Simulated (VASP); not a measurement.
# Si64Ag (a cell with a defect) in VASP: a series of runs

The runs below take Si64Ag (a cell with a defect) through single point, with LDA, PBE.

Program: VASP 6.6.1. These are calculated values, not measurements. Logs are shortened: lines on timing, memory, paths and dates and some standing lists are left out, and cuts for length are marked.

### 1 The cell of the first run

The cell holds a defect, 65 atoms: a = 10.866 Å, b = 10.866 Å, c = 10.866 Å, α = 90.00°, β = 90.00°, γ = 90.00°.

### 2 Single point, LDA

The input, INCAR:

```
SYSTEM = Si64Ag
  PREC = Accurate
  ENCUT = 400
  EDIFF = 1E-6
  ISMEAR = -1
  SIGMA = 0.05
  LREAL = Auto
  LASPH = .TRUE.
  NELM = 120
  ALGO = Normal
  ISIF = 2
  LWAVE = .FALSE.
  LCHARG = .FALSE.
  NELECT = 266.0
  ISYM = 0
  NBANDS = 172
  GGA_COMPAT = .FALSE.
```

The input, KPOINTS:

```
Automatic mesh
0
Gamma
  1 1 1
  0.25 0.25 0.25
```

The input, POSCAR:

```
Si64Ag
1.0
   10.8655790000      0.0000000000      0.0000000000
    0.0000000000     10.8655790000      0.0000000000
    0.0000000000      0.0000000000     10.8655790000
Si Ag
64 1
Direct
    0.0033400000      0.0028700000      0.0031600000
    0.9960300000      0.9955700000      0.4966700000
    0.9960300000      0.4963900000      0.9958400000
    0.9978700000      0.5085000000      0.5087700000
    0.4968500000      0.9955700000      0.9958400000
    0.5089600000      0.9974100000      0.5087800000
    0.5089600000      0.5085000000      0.9976900000
    0.4967600000      0.4962900000      0.4965800000
    0.1290200000      0.1285500000      0.1288300000
    0.1168300000      0.1163600000      0.6277200000
    0.1168300000      0.6274400000      0.1166300000
    0.1289200000      0.6292900000      0.6295700000
    0.6279200000      0.1163500000      0.1166300000
    0.6297500000      0.1284600000      0.6295700000
    0.6297500000      0.6292900000      0.1287400000
    0.6224400000      0.6219700000      0.6222500000
    0.2513000000      0.2508300000      0.9980000000
    0.2438600000      0.2434100000      0.5144900000
    0.2494300000      0.7498100000      0.9988000000
    0.2514200000      0.7517100000      0.5005300000
    0.7502800000      0.2489600000      0.9987900000
    0.7521800000      0.2509500000      0.5005300000
    0.7521400000      0.7516800000      0.9999100000
    0.7486200000      0.7481500000      0.5004600000
    0.3819100000      0.3814500000      0.1109100000
    0.3744900000      0.3740200000      0.6274100000
    0.3743700000      0.8731300000      0.1248900000
    0.3763500000      0.8750400000      0.6266200000
    0.8736000000      0.3739100000      0.1248900000
    0.8755100000      0.3758800000      0.6266200000
    0.8771600000      0.8767000000      0.1249500000
    0.8736400000      0.8731800000      0.6255100000
    0.2513000000      0.9977200000      0.2511100000
    0.2494300000      0.9985100000      0.7500900000
    0.2438500000      0.5142100000      0.2437000000
    0.2514100000      0.5002400000      0.7520000000
    0.7502800000      0.9985100000      0.2492500000
    0.7521400000      0.9996200000      0.7519500000
    0.7521800000      0.5002400000      0.2512200000
    0.7486200000      0.5001900000      0.7484400000
    0.3819200000      0.1106300000      0.3817400000
    0.3743700000      0.1246000000      0.8734200000
    0.3744900000      0.6271300000      0.3743000000
    0.3763500000      0.6263400000      0.8753100000
    0.8736000000      0.1246000000      0.3741800000
    0.8771600000      0.1246700000      0.8769700000
    0.8755100000      0.6263400000      0.3761600000
    0.8736400000      0.6252200000      0.8734600000
    0.9982000000      0.2508400000      0.2511100000
    0.9989800000      0.2489600000      0.7500800000
    0.9989800000      0.7498100000      0.2492400000
    0.0000900000      0.7516800000      0.7519500000
    0.5147000000      0.2433900000      0.2436800000
    0.5007100000      0.2509500000      0.7519900000
    0.5007100000      0.7517100000      0.2512200000
    0.5006500000      0.7481500000      0.7484300000
    0.1111100000      0.3814500000      0.3817400000
    0.1250700000      0.3739100000      0.8734200000
    0.1250700000      0.8731300000      0.3741800000
    0.1251400000      0.8767000000      0.8769800000
    0.6276000000      0.3740200000      0.3743000000
    0.6268100000      0.3758800000      0.8753200000
    0.6268100000      0.8750400000      0.3761700000
    0.6256900000      0.8731800000      0.8734600000
    0.3129100000      0.3124100000      0.3126800000
```

Potentials or basis: VASP PAW LDA potentials, release 64 (Si, Ag).

Command:

```console
cat potpaw_LDA.64/Si/POTCAR potpaw_LDA.64/Ag/POTCAR > POTCAR
mpirun -np 1 vasp_std > vasp.out
```

OUTCAR:

```text
SYSTEM = Si64Ag
   PREC = Accurate
   ENCUT = 400
   EDIFF = 1E-6
   ISMEAR = -1
   LREAL = Auto
   LASPH = .TRUE.
   NELM = 120
   ISIF = 2
   NELECT = 266.0
   ISYM = 0

 ion  position               nearest neighbor table
   1  0.003  0.003  0.003-  31 2.35  60 2.35  46 2.35   9 2.37
   2  0.996  0.996  0.497-  10 2.34  32 2.34  45 2.35  59 2.35
   3  0.996  0.496  0.996-  11 2.34  48 2.34  58 2.35  29 2.35
   4  0.998  0.508  0.509-  57 2.31  12 2.34  47 2.34  30 2.34
   5  0.497  0.996  0.996-  13 2.34  64 2.34  42 2.35  27 2.35
   6  0.509  0.997  0.509-  41 2.31  14 2.34  28 2.34  63 2.34
[... 9 lines left out ...]
  16  0.622  0.622  0.622-  56 2.35  24 2.35  40 2.35   8 2.37
  17  0.251  0.251  0.998-  42 2.35  58 2.35  25 2.35   9 2.36
[... 32 lines left out ...]
  50  0.999  0.249  0.750-  46 2.34  10 2.34  30 2.35  58 2.35
  51  0.999  0.750  0.249-  31 2.34  11 2.34  47 2.35  59 2.35
  52  0.000  0.752  0.752-  12 2.34  32 2.35  48 2.35  60 2.35
  53  0.515  0.243  0.244-  13 2.31  61 2.35  65 2.44  41 2.53  25 2.53
  54  0.501  0.251  0.752-  26 2.35  14 2.35  42 2.35  62 2.35
  55  0.501  0.752  0.251-  43 2.35  15 2.35  27 2.35  63 2.35
  56  0.501  0.748  0.748-  44 2.34  28 2.34  16 2.35  64 2.35
  57  0.111  0.381  0.382-   4 2.31  49 2.35  65 2.44  18 2.53  35 2.53
  58  0.125  0.374  0.873-  17 2.35   3 2.35  36 2.35  50 2.35
  59  0.125  0.873  0.374-  33 2.35   2 2.35  20 2.35  51 2.35
  60  0.125  0.877  0.877-  34 2.34  19 2.34   1 2.35  52 2.35
  61  0.628  0.374  0.374-  39 2.35  22 2.35  53 2.35   8 2.36
  62  0.627  0.376  0.875-  40 2.34   7 2.34  21 2.35  54 2.35
  63  0.627  0.875  0.376-  24 2.34   6 2.34  37 2.35  55 2.35
  64  0.626  0.873  0.873-   5 2.34  38 2.35  23 2.35  56 2.35
  65  0.313  0.312  0.313-  25 2.44  53 2.44  41 2.44  35 2.44  18 2.44  57 2.44

IMPORTANT INFORMATION: All symmetrisations will be switched off!
NOSYMM: (Re-)initialisation of all symmetry stuff for point group C_1.

----------------------------------------------------------------------------------------

                                     Primitive cell

  volume of cell :    1282.7990

  direct lattice vectors                    reciprocal lattice vectors
    10.865579000  0.000000000  0.000000000     0.092033752  0.000000000  0.000000000
     0.000000000 10.865579000  0.000000000     0.000000000  0.092033752  0.000000000
     0.000000000  0.000000000 10.865579000     0.000000000  0.000000000  0.092033752

  length of vectors
    10.865579000 10.865579000 10.865579000     0.092033752  0.092033752  0.092033752

  position of ions in fractional coordinates (direct lattice)
     0.003340000  0.002870000  0.003160000
     0.996030000  0.995570000  0.496670000
     0.996030000  0.496390000  0.995840000
     0.997870000  0.508500000  0.508770000
     0.496850000  0.995570000  0.995840000
     0.508960000  0.997410000  0.508780000
[... 57 lines left out ...]
     0.625690000  0.873180000  0.873460000
     0.312910000  0.312410000  0.312680000

  ion indices of the primitive-cell ions
   primitive index   ion index
                 1           1
                 2           2
                 3           3
                 4           4
                 5           5
                 6           6
[... 57 lines left out ...]
                64          64
                65          65

----------------------------------------------------------------------------------------

 KPOINTS: Automatic mesh

Automatic generation of k-mesh.
 Grid dimensions read from file:
 generate k-points for:    1    1    1

 Generating k-lattice:

  Cartesian coordinates                     Fractional coordinates (reciprocal lattice)
     0.092033752  0.000000000  0.000000000     1.000000000  0.000000000  0.000000000
     0.000000000  0.092033752  0.000000000     0.000000000  1.000000000  0.000000000
     0.000000000  0.000000000  0.092033752     0.000000000  0.000000000  1.000000000

  Length of vectors
     0.092033752  0.092033752  0.092033752

  Shift w.r.t. Gamma in fractional coordinates (k-lattice)
     0.250000000  0.250000000  0.250000000

 Subroutine IBZKPT returns following result:
 ===========================================

 Found      4 irreducible k-points:

 Following reciprocal coordinates:
            Coordinates               Weight
  0.250000  0.250000  0.250000      2.000000
 -0.250000  0.250000  0.250000      2.000000
 -0.250000 -0.250000  0.250000      2.000000
  0.250000 -0.250000  0.250000      2.000000
   k-points           NKPTS =      4   k-points in BZ     NKDIM =      4   number of bands    NBANDS=    172
   number of dos      NEDOS =    301   number of ions     NIONS =     65
   total plane-waves  NPLWV = 373248
   dimension x,y,z NGX =    72 NGY =   72 NGZ =   72
   dimension x,y,z NGXF=   144 NGYF=  144 NGZF=  144
   ions per type =              64   1
   NGX,Y,Z   is equivalent  to a cutoff of  11.02, 11.02, 11.02 a.u.
   NGXF,Y,Z  is equivalent  to a cutoff of  22.03, 22.03, 22.03 a.u.
 SYSTEM =  Si64Ag
   PREC   = accura    normal or accurate (medium, high low for compatibility)
   ISTART =      0    job   : 0-new  1-cont  2-samecut
   ICHARG =      2    charge: 1-file 2-atom 10-const
   ISPIN  =      1    spin polarized calculation?
   LNONCOLLINEAR =      F non collinear calculations
   LSORBIT =      F    spin-orbit coupling
   LASPH  =      T    aspherical Exc in radial PAW
   ENCUT  =  400.0 eV  29.40 Ry    5.42 a.u.  17.72 17.72 17.72*2*pi/ulx,y,z
   NELM   =    120;   NELMIN=  2; NELMDL= -5     # of ELM steps
   EDIFF  = 0.1E-05   stopping-criterion for ELM
   LREAL  =      T    real-space projection
   EDIFFG = 0.1E-04   stopping-criterion for IOM
   NSW    =      0    number of steps for IOM
   IBRION =     -1    ionic relax: 0-MD 1-quasi-New 2-CG
   NFREE  =      0    steps in history (QN), initial steepest desc. (CG)
   ISIF   =      2    stress and relaxation
   ISYM   =      0    0-nonsym 1-usesym 2-fastsym
   POTIM  = 0.5000    time-step for ionic-motion
   TEBEG  =    0.0;   TEEND  =   0.0 temperature during run
   PSTRESS=    0.0 pullay stress
   NELECT =     266.0000    total number of electrons
   NUPDOWN=      -1.0000    fix difference up-down
   EMIN   =  10.00;   EMAX   =-10.00  energy-range for DOS
   EFERMI =   0.00;   METHOD = LEGACY
   ISMEAR =    -1;   SIGMA  =   0.05  broadening in eV -4-tet -1-fermi 0-gaus
   EFERMI_NEDOS =   21; number of points for ismear=-14 and -15
   IALGO  =     38    algorithm
   IMIX   =      4    mixing-type and parameters
     AMIX     =   0.40;   BMIX     =  1.00
     AMIX_MAG =   1.60;   BMIX_MAG =  1.00
  volume/ion in A,a.u.               =      19.74       133.18
  Fermi-wavevector in a.u.,A,eV,Ry     =   0.968982  1.831111 12.774873  0.938927
  Thomas-Fermi vector in A             =   2.098997
   LORBIT       =      0    0 simple, 1 ext, 2 COOP (PROOUT), +10 PAW based schemes
   GGA     = CA    functional components
   LHFCALC =     F    Hartree Fock is set to
   AEXX    =    0.0000 exact exchange contribution
   IVDW    =     0    specifies the selected vdW correction
   LEPSILON=     F    determine dielectric tensor
   LRPA    =     F    only Hartree local field effects (RPA)
 non-spin polarized calculation
  energy-cutoff  :      400.00
  volume of cell :     1282.80
 maximum number of plane-waves:     23294
 NGX is ok and might be reduce to    70
   NGX = 35   NGY = 35   NGZ = 35

 number of electron     265.9999981 magnetization

 Free energy of the ion-electron system (eV)
  ---------------------------------------------------
  ext. energy  EPLUGINS =         0.00000000
  ---------------------------------------------------
  free energy    TOTEN  =      -389.03408066 eV

  energy without entropy =     -389.03363927  energy(sigma->0) =     -389.03385996

 E-fermi :   6.1526     XC(G=0):  -9.6773

 val. band max:        5.7265658594   @ k =   0.2500   0.2500   0.2500
 cond. band min:       6.5680408136   @ k =   0.2500   0.2500   0.2500
 fundamental gap:      0.8414749542
 Fermi energy:         6.1525920236

 k-point     1 :       0.2500    0.2500    0.2500
  band No.  band energies     occupation
      1      -5.8960      2.00000
      2      -5.3830      2.00000
      3      -5.3267      2.00000
      4      -5.3267      2.00000
      5      -4.8730      2.00000
      6      -4.8166      2.00000
[... 137 lines left out ...]
    144       7.6373      0.00000
    145       7.7702      0.00000

 k-point     2 :      -0.2500    0.2500    0.2500
  band No.  band energies     occupation
      1      -5.8926      2.00000
      2      -5.4109      2.00000
      3      -5.3257      2.00000
      4      -5.3112      2.00000
      5      -4.8718      2.00000
      6      -4.8203      2.00000
[... 137 lines left out ...]
    144       7.7399      0.00000
    145       7.7532      0.00000

 k-point     3 :      -0.2500   -0.2500    0.2500
  band No.  band energies     occupation
      1      -5.8926      2.00000
      2      -5.4109      2.00000
      3      -5.3257      2.00000
      4      -5.3112      2.00000
      5      -4.8718      2.00000
      6      -4.8203      2.00000
[... 137 lines left out ...]
    144       7.7399      0.00000
    145       7.7532      0.00000

 k-point     4 :       0.2500   -0.2500    0.2500
  band No.  band energies     occupation
      1      -5.8926      2.00000
      2      -5.4109      2.00000
      3      -5.3257      2.00000
      4      -5.3112      2.00000
      5      -4.8718      2.00000
      6      -4.8203      2.00000
[... 137 lines left out ...]
    144       7.7399      0.00000
    145       7.7532      0.00000
 [bands above 145 left out]

------------------------ aborting loop because EDIFF is reached ----------------------------------------

  FORCE on cell =-STRESS in cart. coord.  units (eV):
  Direction    XX          YY          ZZ          XY          YZ          ZX
  --------------------------------------------------------------------------------------
  -------------------------------------------------------------------------------------
  Total      -13.5605494    -13.5637423    -13.5601769     -1.9165034     -1.9165532     -1.9139535
  in kB      -16.9367176    -16.9407055    -16.9362524     -2.3936550     -2.3937172     -2.3904702
  external PRESSURE =     -16.9378918 kB  Pullay stress =       0.0000000 kB

 VOLUME and BASIS-vectors are now :
 -----------------------------------------------------------------------------
  energy-cutoff  :      400.00
  volume of cell :     1282.80
      direct lattice vectors                 reciprocal lattice vectors
    10.865579000  0.000000000  0.000000000     0.092033752  0.000000000  0.000000000
     0.000000000 10.865579000  0.000000000     0.000000000  0.092033752  0.000000000
     0.000000000  0.000000000 10.865579000     0.000000000  0.000000000  0.092033752

 POSITION                                       TOTAL-FORCE (eV/Angst)
 -----------------------------------------------------------------------------------
      0.03629      0.03118      0.03434         0.036673      0.036886      0.035403
     10.82244     10.81744      5.39661         0.024763      0.022163      0.035890
     10.82244      5.39356     10.82038         0.023401      0.036542      0.024155
     10.84244      5.52515      5.52808        -0.007498      0.004936      0.006693
      5.39856     10.81744     10.82038         0.037070      0.022212      0.025438
      5.53015     10.83744      5.52819         0.006262     -0.008716      0.005725
[... 57 lines left out ...]
      6.79848      9.48761      9.49065        -0.024497     -0.036708     -0.036770
      3.39995      3.39452      3.39745         0.000820     -0.000620      0.002084
 -----------------------------------------------------------------------------------
    total drift:                                0.007101      0.007832      0.005007

  FREE ENERGIE OF THE ION-ELECTRON SYSTEM (eV)
  ---------------------------------------------------
  free  energy   TOTEN  =      -389.0340806570 eV

  energy  without entropy=     -389.0336392723  energy(sigma->0) =     -389.03385996
```

Run time: 27 min. Hardware: 1 thread of Intel Xeon 8259CL, shared host; peak memory 0.73 GiB.

What came out:

* Free energy: -389.0341 eV
* Largest force: 0.071 eV/Å

Forces in eV/Å, atoms in the order of the input:
```
Si   0.037  0.037  0.035
Si   0.025  0.022  0.036
Si   0.023  0.037  0.024
Si  -0.007  0.005  0.007
Si   0.037  0.022  0.025
Si   0.006 -0.009  0.006
Si   0.005  0.005 -0.009
Si   0.023  0.022  0.021
Si  -0.022 -0.022 -0.022
Si  -0.006 -0.006  0.008
Si  -0.007  0.008 -0.005
Si  -0.036 -0.025 -0.023
Si   0.007 -0.006 -0.005
Si  -0.023 -0.036 -0.024
Si  -0.023 -0.025 -0.037
Si  -0.036 -0.036 -0.036
Si   0.046  0.047 -0.023
Si   0.040  0.039 -0.037
Si   0.033  0.027  0.023
Si   0.028  0.019  0.012
Si   0.027  0.033  0.025
Si   0.019  0.027  0.012
Si   0.036  0.036  0.023
Si   0.032  0.032  0.014
Si  -0.038 -0.038  0.036
Si  -0.049 -0.047  0.023
Si  -0.028 -0.017 -0.014
Si  -0.031 -0.027 -0.024
Si  -0.018 -0.029 -0.014
Si  -0.028 -0.030 -0.024
Si  -0.031 -0.032 -0.014
Si  -0.036 -0.037 -0.026
Si   0.046 -0.023  0.047
Si   0.032  0.025  0.026
Si   0.040 -0.036  0.039
Si   0.029  0.013  0.018
Si   0.026  0.025  0.031
Si   0.036  0.025  0.038
Si   0.019  0.014  0.029
Si   0.032  0.012  0.031
Si  -0.040  0.037 -0.040
Si  -0.028 -0.011 -0.020
Si  -0.048  0.022 -0.047
Si  -0.032 -0.025 -0.025
Si  -0.018 -0.010 -0.028
Si  -0.030 -0.015 -0.031
Si  -0.028 -0.025 -0.032
Si  -0.035 -0.023 -0.036
Si  -0.024  0.046  0.047
Si   0.026  0.032  0.028
Si   0.025  0.027  0.031
Si   0.024  0.036  0.038
Si  -0.038  0.040  0.040
Si   0.013  0.027  0.020
Si   0.013  0.019  0.030
Si   0.014  0.032  0.032
Si   0.036 -0.039 -0.040
Si  -0.013 -0.030 -0.019
Si  -0.013 -0.018 -0.027
Si  -0.016 -0.032 -0.032
Si   0.022 -0.047 -0.047
Si  -0.026 -0.031 -0.026
Si  -0.026 -0.027 -0.032
Si  -0.024 -0.037 -0.037
Ag   0.001 -0.001  0.002
```

Caveat: the cell carries a net charge on a neutralising background, which shifts energy and pressure; the cell is charged against a uniform background, so pressure and absolute levels hang on convention.

[end of part 1 of 2]
